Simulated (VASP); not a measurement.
A run of VASP 6.6.1 is set up as follows.

INCAR

```
PREC = Accurate
ENCUT = 520
EDIFF = 1E-8
ISMEAR = -1
SIGMA = 0.05
LREAL = F
LASPH = T
NELM = 60
ALGO = Normal
ISIF = 2
LWAVE = F
LCHARG = F
GGA = PE
LEFG = T
NBANDS = 17
```

Contents of KPOINTS:

```
Automatic mesh
0
Gamma
  14 14 8
```

Contents of POSCAR:

```
Hf
1.0
    3.2713746800      0.0000000000      0.0000000000
   -1.6356873400      2.8330935782      0.0000000000
    0.0000000000      0.0000000000      4.8618862374
Hf
2
Direct
    0.3333333333      0.6666666667      0.2500000000
    0.6666666667      0.3333333333      0.7500000000
```

Potentials or basis: VASP PAW PBE potentials, release 64 (Hf_pv).

Launch:

```bash
$ cat potpaw_PBE.64/Hf_pv/POTCAR > POTCAR
$ mpirun -np 1 vasp_std > vasp.out
```

(1) Predict the band gap on the k mesh.

(2) Estimate the pressure.

Results:

(1) zero (band 10 reaches 5.90 eV, above the bottom of band 11 at 4.51 eV).

(2) -0.1 GPa.

Caveat: without QUAD_EFG the Cq values of the log hold for a quadrupole moment of 1 mb, not for the nuclei; spin-orbit coupling is left out, which moves the levels of the heavy elements.
